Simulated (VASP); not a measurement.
# As2Se (F-43m) in VASP: a series of runs, part 2 of 2

VASP 6.6.1. Earlier steps stand in the parts before.

### 4 Relaxation of cell and atoms, PBE

INCAR

```
PREC     = Accurate       # precision mode
ENCUT    = 600            # plane-wave cutoff, eV
EDIFF    = 1E-7           # SCF threshold, eV
ISMEAR   = 0              # smearing method
SIGMA    = 0.1            # smearing width, eV
LREAL    = False          # projectors in reciprocal space
LASPH    = True           # aspherical terms in the spheres
NELM     = 60             # most SCF steps
ALGO     = Normal         # electronic algorithm
ISIF     = 3              # what is computed and relaxed
LWAVE    = False          # write WAVECAR
LCHARG   = False          # write CHGCAR
GGA      = PE             # functional
IBRION   = 2              # ionic algorithm
NSW      = 100            # ionic steps
EDIFFG   = -0.01          # ionic threshold
```

KPOINTS

```
regular mesh
0
Gamma
  12 12 12
```

POSCAR

```
As2Se
1.0
    0.0000000000      3.2761404900      3.2761404900
    3.2761404900      0.0000000000      3.2761404900
    3.2761404900      3.2761404900      0.0000000000
As Se
2 1
Direct
    0.2500000000      0.2500000000      0.2500000000
    0.5000000000      0.5000000000      0.5000000000
    0.0000000000      0.0000000000      0.0000000000
```

Potentials or basis: VASP PAW PBE potentials, release 64 (As, Se).

The run is started by

```sh
> cat potpaw_PBE.64/As/POTCAR potpaw_PBE.64/Se/POTCAR > POTCAR
> mpirun -np 1 vasp_std > vasp.out
```

OUTCAR:

```text
PREC = Accurate
   ENCUT = 600
   EDIFF = 1E-7
   ISMEAR = 0
   LREAL = False
   LASPH = True
   NELM = 60
   ISIF = 3
   GGA = PE
   IBRION = 2
   NSW = 100
   EDIFFG = -0.01

 ion  position               nearest neighbor table
   1  0.250  0.250  0.250-   3 2.84   3 2.84   3 2.84   2 2.84   3 2.84   2 2.84   2 2.84   2 2.84

   2  0.500  0.500  0.500-   1 2.84   1 2.84   1 2.84   1 2.84
   3  0.000  0.000  0.000-   1 2.84   1 2.84   1 2.84   1 2.84

  LATTYP: Found a face centered cubic cell.
 ALAT       =     6.5522809800

  Lattice vectors:

 A1 = (   0.0000000000,   3.2761404900,   3.2761404900)
 A2 = (   3.2761404900,   0.0000000000,   3.2761404900)
 A3 = (   3.2761404900,   3.2761404900,   0.0000000000)

Analysis of symmetry for initial positions (statically):
=====================================================================
 Subroutine PRICEL returns:
 Original cell was already a primitive cell.

 Routine SETGRP: Setting up the symmetry group for a
 face centered cubic supercell.

 Subroutine GETGRP returns: Found 24 space group operations
 (whereof 24 operations were pure point group operations)
 out of a pool of 48 trial point group operations.

The static configuration has the point symmetry T_d .

Analysis of symmetry for dynamics (positions and initial velocities):
=====================================================================
 Subroutine PRICEL returns:
 Original cell was already a primitive cell.

 Routine SETGRP: Setting up the symmetry group for a
 face centered cubic supercell.

 Subroutine GETGRP returns: Found 24 space group operations
 (whereof 24 operations were pure point group operations)
 out of a pool of 48 trial point group operations.

The dynamic configuration has the point symmetry T_d .

 Subroutine INISYM returns: Found 24 space group operations
 (whereof 24 operations are pure point group operations),
 and found     1 'primitive' translations

[... 141 lines left out ...]
  ---------------------------------------------------
  ext. energy  EPLUGINS =         0.00000000
  ---------------------------------------------------
  free energy    TOTEN  =       -11.58550779 eV

  energy without entropy =      -11.57417722  energy(sigma->0) =      -11.57984250

------------------------ aborting loop because EDIFF is reached ----------------------------------------

  FORCE on cell =-STRESS in cart. coord.  units (eV):
  Direction    XX          YY          ZZ          XY          YZ          ZX
  --------------------------------------------------------------------------------------
  -------------------------------------------------------------------------------------
  Total       -0.3669866     -0.3669866     -0.3669866     -0.0000000     -0.0000000      0.0000000
  in kB       -8.3607117     -8.3607117     -8.3607117     -0.0000000     -0.0000000      0.0000000
  external PRESSURE =      -8.3607117 kB  Pullay stress =       0.0000000 kB
[... 61 lines left out ...]
--------------------------------------- Ionic step        3  -------------------------------------------

 number of electron      16.0000000 magnetization

 Free energy of the ion-electron system (eV)
  ---------------------------------------------------
  ext. energy  EPLUGINS =         0.00000000
  ---------------------------------------------------
  free energy    TOTEN  =       -11.58810947 eV

  energy without entropy =      -11.57685583  energy(sigma->0) =      -11.58248265

 E-fermi :   4.4827     XC(G=0):  -9.6893

 val. band max:        4.4786936332   @ k =   0.5000   0.1667   0.0833
 cond. band min:       4.4842463249   @ k =  -0.4167   0.1667   0.0833
 fundamental gap:      0.0055526917
 Fermi energy:         4.4827154305

 k-point     1 :       0.0000    0.0000    0.0000
  band No.  band energies     occupation
      1     -10.4955      2.00000
      2      -5.6977      2.00000
      3      -2.7818      2.00000
      4       1.2299      2.00000
      5       1.2299      2.00000
      6       1.2299      2.00000
      7       1.9979      2.00000
      8       1.9979      2.00000
      9       1.9979      2.00000
     10       6.1832      0.00000
     11       6.1832      0.00000
     12       6.1832      0.00000
[... 331 lines left out ...]
 k-point    24 :      -0.4167    0.1667    0.0000
  band No.  band energies     occupation
      1      -9.0324      2.00000
      2      -7.3529      2.00000
      3      -5.1404      2.00000
      4      -0.0668      2.00000
      5       0.0347      2.00000
      6       1.3136      2.00000
      7       3.0308      2.00000
      8       3.7499      2.00000
      9       4.5324      0.48185
     10       7.0244      0.00000
     11       7.2546      0.00000
     12       8.0330      0.00000

 [... further k-points ...]

------------------------ aborting loop because EDIFF is reached ----------------------------------------

  FORCE on cell =-STRESS in cart. coord.  units (eV):
  Direction    XX          YY          ZZ          XY          YZ          ZX
  --------------------------------------------------------------------------------------
  -------------------------------------------------------------------------------------
  Total        0.0015662      0.0015662      0.0015662      0.0000000      0.0000000      0.0000000
  in kB        0.0361875      0.0361875      0.0361875      0.0000000      0.0000000      0.0000000
  external PRESSURE =       0.0361875 kB  Pullay stress =       0.0000000 kB
[... 18 lines left out ...]
  FREE ENERGIE OF THE ION-ELECTRON SYSTEM (eV)
  ---------------------------------------------------
  free  energy   TOTEN  =       -11.5881094740 eV

  energy  without entropy=      -11.5768558314  energy(sigma->0) =      -11.58248265

 reached required accuracy - stopping structural energy minimisation
```

Run time: 3.6 min. Hardware: 1 thread of Intel Xeon 8259CL, shared host; peak memory 0.31 GiB.

Results:

| Property | Result |
| --- | --- |
| Free energy | -11.5881 eV |
| Relaxed volume | 23.11 Å³/atom |
| Relaxed cell | a = 4.611 Å, b = 4.611 Å, c = 4.611 Å, α = 60.00°, β = 60.00°, γ = 60.00° |
| Space group after relaxing (to 0.1 Å) | F-43m (No. 216) |
| Energy gained by relaxing | 0.9 meV/atom |
| Ionic steps | 3 |
| Pressure after relaxing | 0.0 GPa |
| Band gap on the k mesh | zero (bands 8 and 9 overlap by 3.54 eV) |

Step by step:
```csv
step,energy change (eV),largest force (eV/Å),pressure (GPa),volume (Å³)
1,0.0000,0.0000,-0.84,70.33
2,-0.0024,0.0000,0.23,69.09
3,-0.0026,0.0000,0.00,69.34
```

Final structure:
```xyz
3
Lattice="0.0000 3.2608 3.2608 3.2608 0.0000 3.2608 3.2608 3.2608 0.0000" Properties=species:S:1:pos:R:3 pbc="T T T"
As    1.6304    1.6304    1.6304
As    3.2608    3.2608    3.2608
Se    0.0000    0.0000    0.0000
```

Levels at points of the mesh, in eV from the Fermi level:
| k point | band 4 | band 5 | band 6 | band 7 | band 8 | band 9 | band 10 | band 11 | band 12 |
| --- | --- | --- | --- | --- | --- | --- | --- | --- | --- |
| (0.00, 0.00, 0.00) | -3.25 | -3.25 | -3.25 | -2.48 | -2.48 | -2.48 | 1.70 | 1.70 | 1.70 |
| (0.50, 0.00, 0.00) | -4.18 | -4.18 | -3.01 | -2.09 | -2.09 | 0.44 | 2.84 | 2.84 | 3.49 |
| (0.50, 0.50, 0.00) | -5.59 | -5.59 | -2.88 | 0.87 | 0.87 | 0.89 | 1.92 | 3.48 | 3.48 |

### 5 The runs side by side

```csv
task,cell,k mesh,cutoff (eV),gap on the mesh (eV),pressure (GPa)
single point,"a = 4.633 Å, angles 60.0°, 3 atoms",4 × 4 × 4,520,none,-1.3
single point,"a = 4.611 Å, angles 60.0°, 3 atoms",12 × 12 × 12,520,none,0.0
relaxation of cell and atoms,"relaxed from a = 4.633 Å, angles 60.0°, 3 atoms",12 × 12 × 12,600,none,0.0
```

Alike in all rows: level PBE; potentials or basis VASP PAW PBE potentials, release 64 (As, Se); no spin polarisation; smearing gaussian 0.1 eV.

Caveats: some runs use coarse meshes.

Absolute energies hang on the potentials; compare differences alone.
